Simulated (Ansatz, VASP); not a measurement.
**Two plane-wave programs on K2S**

```
CELL_PARAMETERS angstrom
0.00000 3.70271 3.70271
3.70271 0.00000 3.70271
3.70271 3.70271 0.00000
ATOMIC_POSITIONS crystal
K 0.75000 0.75000 0.75000
K 0.25000 0.25000 0.25000
S 0.00000 0.00000 0.00000
```

Alike in both runs: task single point; functional PBE; k mesh 6 × 6 × 6; occupations fermi-dirac, width 0.02 eV; no spin polarisation.

```csv
,VASP,Ansatz
version,VASP 6.6.1,Ansatz 0.2.0
potentials or method,"VASP PAW PBE potentials, release 64 (K_sv, S)","plane waves, PAW"
plane-wave cutoff (eV),500,420
valence electrons in the cell,24,24
```

```csv
,VASP,Ansatz,Ansatz less VASP
gap on the k mesh at the Fermi level (eV),2.38,2.38,+0.002
pressure (GPa),0.5,0.4,-0.03
```
